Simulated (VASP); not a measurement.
Here is a VASP 6.6.1 calculation.

The input INCAR:

```
SYSTEM = Ag
  PREC = Accurate
  ENCUT = 520
  EDIFF = 1E-6
  ISMEAR = -1
  SIGMA = 0.08
  LREAL = .False.
  LASPH = .True.
  NELM = 100
  ALGO = Normal
  ISIF = 2
  LWAVE = .False.
  LCHARG = .False.
  GGA = PE
  NBANDS = 12
```

The input KPOINTS:

```
Automatic mesh
0
Gamma
  16 16 16
  0 0 0
```

File POSCAR:

```
Ag
1.0
    0.0000000000      2.0740608267      2.0740608267
    2.0740608267      0.0000000000      2.0740608267
    2.0740608267      2.0740608267      0.0000000000
Ag
1
Direct
    0.0000000000      0.0000000000      0.0000000000
```

Potentials or basis: VASP PAW PBE potentials, release 64 (Ag).

Run with:

```sh
$ cat potpaw_PBE.64/Ag/POTCAR > POTCAR
$ mpirun -np 1 vasp_std > vasp.out
```

Predict the band gap on the k mesh.

zero (an odd number of electrons rules out a gap without spin polarisation).

What does it give for the pressure?

-0.1 GPa.
